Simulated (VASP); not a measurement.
# Mg5O (P-6m2) in VASP: notebook

Runs on Mg5O. Level: PBE. Tasks: single point, relaxation of cell and atoms.

Everything below comes from runs of VASP 6.6.1. Logs are shortened: lines on timing, memory, paths and dates and some standing lists are left out, and cuts for length are marked.

## Step 1: The cell of the first run

It takes space group P-6m2 (No. 187, hexagonal). Conventional cell: a = 3.112 Å, b = 3.112 Å, c = 13.058 Å, α = 90.00°, β = 90.00°, γ = 120.00°. Mg (site symmetry 3m) has 3 O at 2.23 Å and 10 Mg at 2.65 to 3.16 Å within 3.2 Å. Within 4.1 Å of Mg (site symmetry 3m) lie 12 Mg at 3.11 to 3.16 Å and 1 O at 3.92 Å. Within 4.1 Å of Mg (site symmetry -6m2) lie 12 Mg at 3.11 to 3.16 Å. Within 3.2 Å of O (site symmetry -6m2) lie 6 Mg at 2.23 Å and 6 O at 3.11 Å.

The cell was built from a structure type or drawn by symmetry, and may not be a known phase.

## Step 2: Single point, PBE

Input file INCAR:

```
PREC     = Accurate       # precision mode
ENCUT    = 520            # plane-wave cutoff, eV
EDIFF    = 1E-6           # SCF threshold, eV
ISMEAR   = 0              # smearing method
SIGMA    = 0.1            # smearing width, eV
LREAL    = False          # projectors in reciprocal space
LASPH    = True           # aspherical terms in the spheres
NELM     = 80             # most SCF steps
ALGO     = Normal         # electronic algorithm
ISIF     = 2              # what is computed and relaxed
LWAVE    = False          # write WAVECAR
LCHARG   = False          # write CHGCAR
GGA      = PE             # functional
NBANDS   = 17             # bands
```

Input file KPOINTS:

```
regular mesh
0
Gamma
  12 12 4
```

Input file POSCAR:

```
Mg5O
1.0
    3.1115518813      0.0000000000      0.0000000000
   -1.5557759407      2.6946829744      0.0000000000
    0.0000000000      0.0000000000     13.0581657304
Mg O
5 1
Direct
    0.6666666667      0.3333333333      0.1012856259
    0.0000000000      0.0000000000      0.3004721825
    0.6666666667      0.3333333333      0.5000000000
    0.0000000000      0.0000000000      0.6995278175
    0.6666666667      0.3333333333      0.8987143741
    0.0000000000      0.0000000000      0.0000000000
```

Potentials or basis: VASP PAW PBE potentials, release 64 (Mg, O).

Run with:

```
> cat potpaw_PBE.64/Mg/POTCAR potpaw_PBE.64/O/POTCAR > POTCAR
> mpirun -np 1 vasp_std > vasp.out
```

OUTCAR:

```text
PREC = Accurate
   ENCUT = 520
   EDIFF = 1E-6
   ISMEAR = 0
   LREAL = False
   LASPH = True
   NELM = 80
   ISIF = 2
   GGA = PE

 ion  position               nearest neighbor table
   1  0.667  0.333  0.101-   6 2.23   6 2.23   6 2.23   5 2.65   2 3.16   2 3.16   2 3.16
   2  0.000  0.000  0.300-   1 3.16   1 3.16   1 3.16   3 3.16   3 3.16   3 3.16
   3  0.667  0.333  0.500-   2 3.16   4 3.16   2 3.16   4 3.16   2 3.16   4 3.16
   4  0.000  0.000  0.700-   5 3.16   5 3.16   5 3.16   3 3.16   3 3.16   3 3.16
   5  0.667  0.333  0.899-   6 2.23   6 2.23   6 2.23   1 2.65   4 3.16   4 3.16   4 3.16
   6  0.000  0.000  0.000-   1 2.23   5 2.23   1 2.23   5 2.23   1 2.23   5 2.23

  LATTYP: Found a hexagonal cell.
 ALAT       =     3.1115518813
 C/A-ratio  =     4.1966729878

  Lattice vectors:

 A1 = (   3.1115518813,   0.0000000000,   0.0000000000)
 A2 = (  -1.5557759407,   2.6946829744,   0.0000000000)
 A3 = (   0.0000000000,   0.0000000000,  13.0581657304)

Analysis of symmetry for initial positions (statically):
=====================================================================
 Subroutine PRICEL returns:
 Original cell was already a primitive cell.

 Routine SETGRP: Setting up the symmetry group for a
 hexagonal supercell.

 Subroutine GETGRP returns: Found 12 space group operations
 (whereof 12 operations were pure point group operations)
 out of a pool of 24 trial point group operations.

The static configuration has the point symmetry D_3h.

Analysis of symmetry for dynamics (positions and initial velocities):
=====================================================================
 Subroutine PRICEL returns:
 Original cell was already a primitive cell.

 Routine SETGRP: Setting up the symmetry group for a
 hexagonal supercell.

 Subroutine GETGRP returns: Found 12 space group operations
 (whereof 12 operations were pure point group operations)
 out of a pool of 24 trial point group operations.

The dynamic configuration has the point symmetry D_3h.

 Subroutine INISYM returns: Found 12 space group operations
 (whereof 12 operations are pure point group operations),
 and found     1 'primitive' translations

----------------------------------------------------------------------------------------

                                     Primitive cell

  volume of cell :     109.4881

  direct lattice vectors                    reciprocal lattice vectors
     3.111551881  0.000000000  0.000000000     0.321383039  0.185550584  0.000000000
    -1.555775941  2.694682974  0.000000000     0.000000000  0.371101168  0.000000000
     0.000000000  0.000000000 13.058165730     0.000000000  0.000000000  0.076580434

  length of vectors
     3.111551881  3.111551881 13.058165730     0.371101168  0.371101168  0.076580434

  position of ions in fractional coordinates (direct lattice)
     0.666666667  0.333333333  0.101285626
     0.000000000  0.000000000  0.300472183
     0.666666667  0.333333333  0.500000000
     0.000000000  0.000000000  0.699527817
     0.666666667  0.333333333  0.898714374
     0.000000000  0.000000000  0.000000000

  ion indices of the primitive-cell ions
   primitive index   ion index
                 1           1
                 2           2
                 3           3
                 4           4
                 5           5
                 6           6

----------------------------------------------------------------------------------------

 KPOINTS: regular mesh

Automatic generation of k-mesh.
 Grid dimensions read from file:
 generate k-points for:   12   12    4

 Generating k-lattice:

  Cartesian coordinates                     Fractional coordinates (reciprocal lattice)
     0.026781920  0.015462549  0.000000000     0.083333333  0.000000000  0.000000000
     0.000000000  0.030925097  0.000000000     0.000000000  0.083333333  0.000000000
     0.000000000  0.000000000  0.019145109     0.000000000  0.000000000  0.250000000

  Length of vectors
     0.030925097  0.030925097  0.019145109

  Shift w.r.t. Gamma in fractional coordinates (k-lattice)
     0.000000000  0.000000000  0.000000000

 Subroutine IBZKPT returns following result:
 ===========================================

 Found     57 irreducible k-points:

 Following reciprocal coordinates:
            Coordinates               Weight
  0.000000  0.000000  0.000000      1.000000
  0.083333 -0.000000  0.000000      6.000000
  0.166667 -0.000000  0.000000      6.000000
  0.250000  0.000000  0.000000      6.000000
  0.333333 -0.000000  0.000000      6.000000
  0.416667 -0.000000  0.000000      6.000000
[... 16 lines left out ...]
  0.250000  0.000000  0.250000     12.000000
  0.333333 -0.000000  0.250000     12.000000
 [... further k-points ...]
   k-points           NKPTS =     57   k-points in BZ     NKDIM =     57   number of bands    NBANDS=     17
   number of dos      NEDOS =    301   number of ions     NIONS =      6
   total plane-waves  NPLWV =  56448
   dimension x,y,z NGX =    24 NGY =   24 NGZ =   98
   dimension x,y,z NGXF=    48 NGYF=   48 NGZF=  196
   ions per type =               5   1
   NGX,Y,Z   is equivalent  to a cutoff of  12.82, 12.82, 12.48 a.u.
   NGXF,Y,Z  is equivalent  to a cutoff of  25.65, 25.65, 24.95 a.u.
 SYSTEM =  unknown system
   PREC   = accura    normal or accurate (medium, high low for compatibility)
   ISTART =      0    job   : 0-new  1-cont  2-samecut
   ICHARG =      2    charge: 1-file 2-atom 10-const
   ISPIN  =      1    spin polarized calculation?
   LNONCOLLINEAR =      F non collinear calculations
   LSORBIT =      F    spin-orbit coupling
   LASPH  =      T    aspherical Exc in radial PAW
   ENCUT  =  520.0 eV  38.22 Ry    6.18 a.u.   5.79  5.79 24.28*2*pi/ulx,y,z
   NELM   =     80;   NELMIN=  2; NELMDL= -5     # of ELM steps
   EDIFF  = 0.1E-05   stopping-criterion for ELM
   LREAL  =      F    real-space projection
   EDIFFG = 0.1E-04   stopping-criterion for IOM
   NSW    =      0    number of steps for IOM
   IBRION =     -1    ionic relax: 0-MD 1-quasi-New 2-CG
   NFREE  =      0    steps in history (QN), initial steepest desc. (CG)
   ISIF   =      2    stress and relaxation
   ISYM   =      2    0-nonsym 1-usesym 2-fastsym
   POTIM  = 0.5000    time-step for ionic-motion
   TEBEG  =    0.0;   TEEND  =   0.0 temperature during run
   PSTRESS=    0.0 pullay stress
   NELECT =      16.0000    total number of electrons
   NUPDOWN=      -1.0000    fix difference up-down
   EMIN   =  10.00;   EMAX   =-10.00  energy-range for DOS
   EFERMI =   0.00;   METHOD = LEGACY
   ISMEAR =     0;   SIGMA  =   0.10  broadening in eV -4-tet -1-fermi 0-gaus
   EFERMI_NEDOS =   21; number of points for ismear=-14 and -15
   IALGO  =     38    algorithm
   IMIX   =      4    mixing-type and parameters
     AMIX     =   0.40;   BMIX     =  1.00
     AMIX_MAG =   1.60;   BMIX_MAG =  1.00
  volume/ion in A,a.u.               =      18.25       123.14
  Fermi-wavevector in a.u.,A,eV,Ry     =   0.862302  1.629514 10.116803  0.743564
  Thomas-Fermi vector in A             =   1.980083
   LORBIT       =      0    0 simple, 1 ext, 2 COOP (PROOUT), +10 PAW based schemes
   GGA     = PE    functional components
   LHFCALC =     F    Hartree Fock is set to
   AEXX    =    0.0000 exact exchange contribution
   IVDW    =     0    specifies the selected vdW correction
   LEPSILON=     F    determine dielectric tensor
   LRPA    =     F    only Hartree local field effects (RPA)
 non-spin polarized calculation
 Gauss-broadening in eV      SIGMA  =   0.10
  energy-cutoff  :      520.00
  volume of cell :      109.49
 maximum number of plane-waves:      2974
 NGX is ok and might be reduce to    24
   NGX = 11   NGY = 11   NGZ = 49

 number of electron      15.9999992 magnetization

 Free energy of the ion-electron system (eV)
  ---------------------------------------------------
  ext. energy  EPLUGINS =         0.00000000
  ---------------------------------------------------
  free energy    TOTEN  =       -16.74030902 eV

  energy without entropy =      -16.73511229  energy(sigma->0) =      -16.73771065

 E-fermi :   3.4739     XC(G=0):  -8.9868

 val. band max:        3.4689574222   @ k =   0.4167  -0.0000   0.5000
 cond. band min:       3.4847738963   @ k =   0.3333   0.3333   0.0000
 fundamental gap:      0.0158164742
 Fermi energy:         3.4738517556

 k-point     1 :       0.0000    0.0000    0.0000
  band No.  band energies     occupation
      1     -16.0970      2.00000
      2      -3.7659      2.00000
      3      -3.4373      2.00000
      4      -1.9259      2.00000
      5      -1.5776      2.00000
      6      -0.1496      2.00000
[... 9 lines left out ...]
     16      14.7892      0.00000
     17      15.4252      0.00000

 k-point     2 :       0.0833   -0.0000    0.0000
  band No.  band energies     occupation
      1     -16.0589      2.00000
      2      -3.6559      2.00000
      3      -3.2965      2.00000
      4      -1.8113      2.00000
      5      -1.4975      2.00000
      6      -0.4002      2.00000
[... 9 lines left out ...]
     16      13.7601      0.00000
     17      14.0113      0.00000

 k-point     3 :       0.1667   -0.0000    0.0000
  band No.  band energies     occupation
      1     -15.9525      2.00000
      2      -3.3409      2.00000
      3      -2.8811      2.00000
      4      -1.5433      2.00000
      5      -1.4696      2.00000
      6      -0.6210      2.00000
[... 392 lines left out ...]
 k-point    23 :       0.2500    0.0000    0.2500
  band No.  band energies     occupation
      1     -15.8016      2.00000
      2      -2.8913      2.00000
      3      -2.3183      2.00000
      4      -1.9223      2.00000
      5      -1.0919      2.00000
      6      -0.4572      2.00000
[... 9 lines left out ...]
     16      10.6481      0.00000
     17      11.8947      0.00000

 k-point    24 :       0.3333   -0.0000    0.2500
  band No.  band energies     occupation
      1     -15.6435      2.00000
      2      -2.8149      2.00000
      3      -2.3623      2.00000
      4      -1.0740      2.00000
      5      -0.6012      2.00000
      6      -0.2505      2.00000
[... 9 lines left out ...]
     16      10.0494      0.00000
     17      10.9069      0.00000

 [... further k-points ...]

------------------------ aborting loop because EDIFF is reached ----------------------------------------

  FORCE on cell =-STRESS in cart. coord.  units (eV):
  Direction    XX          YY          ZZ          XY          YZ          ZX
  --------------------------------------------------------------------------------------
  -------------------------------------------------------------------------------------
  Total       -0.1738627     -0.1738627     -0.1584472      0.0000000     -0.0000000      0.0000000
  in kB       -2.5441938     -2.5441938     -2.3186122      0.0000000     -0.0000000      0.0000000
  external PRESSURE =      -2.4689999 kB  Pullay stress =       0.0000000 kB

 VOLUME and BASIS-vectors are now :
 -----------------------------------------------------------------------------
  energy-cutoff  :      520.00
  volume of cell :      109.49
      direct lattice vectors                 reciprocal lattice vectors
     3.111551881  0.000000000  0.000000000     0.321383039  0.185550584  0.000000000
    -1.555775941  2.694682974  0.000000000     0.000000000  0.371101168  0.000000000
     0.000000000  0.000000000 13.058165730     0.000000000  0.000000000  0.076580434

 POSITION                                       TOTAL-FORCE (eV/Angst)
 -----------------------------------------------------------------------------------
      1.55578      0.89823      1.32260         0.000000     -0.000000     -0.016848
      0.00000      0.00000      3.92362         0.000000      0.000000     -0.005070
      1.55578      0.89823      6.52908         0.000000     -0.000000      0.000000
      0.00000      0.00000      9.13455         0.000000      0.000000      0.005070
      1.55578      0.89823     11.73556        -0.000000     -0.000000      0.016848
      0.00000      0.00000      0.00000         0.000000     -0.000000      0.000000
 -----------------------------------------------------------------------------------
    total drift:                               -0.000000      0.000000     -0.000000

  FREE ENERGIE OF THE ION-ELECTRON SYSTEM (eV)
  ---------------------------------------------------
  free  energy   TOTEN  =       -16.7403090165 eV

  energy  without entropy=      -16.7351122921  energy(sigma->0) =      -16.73771065
```

Run time: 34 s. Hardware: 1 thread of Intel Xeon 6975P-C (Granite Rapids), shared host; peak memory 0.27 GiB.

What came out:

```
Free energy            : -16.7403 eV
Pressure               : -0.2 GPa
Largest force          : 0.017 eV/Å
Band gap on the k mesh : zero (bands 8 and 9 overlap by 1.76 eV)
```

Forces on the atoms (eV/Å):
```
Mg   0.000  0.000 -0.017
Mg   0.000  0.000 -0.005
Mg   0.000  0.000  0.000
Mg   0.000  0.000  0.005
Mg   0.000  0.000  0.017
O    0.000  0.000  0.000
```

Levels at points of the mesh, in eV from the Fermi level:
| k point | band 5 | band 6 | band 7 | band 8 | band 9 | band 10 | band 11 | band 12 |
| --- | --- | --- | --- | --- | --- | --- | --- | --- |
| (0.00, 0.00, 0.00) | -5.05 | -3.62 | -3.62 | -2.32 | -1.28 | 2.43 | 2.50 | 6.17 |
| (0.50, 0.00, 0.00) | -1.92 | -1.83 | -1.51 | -0.65 | -0.34 | 0.32 | 1.17 | 1.94 |
| (0.00, 0.00, 0.50) | -3.97 | -3.62 | -3.62 | -3.46 | 0.07 | 0.61 | 4.11 | 5.13 |
| (0.50, 0.00, 0.50) | -1.97 | -1.78 | -1.36 | -1.03 | -0.16 | 0.39 | 1.32 | 1.75 |

(Part 1 of 2 ends here.)
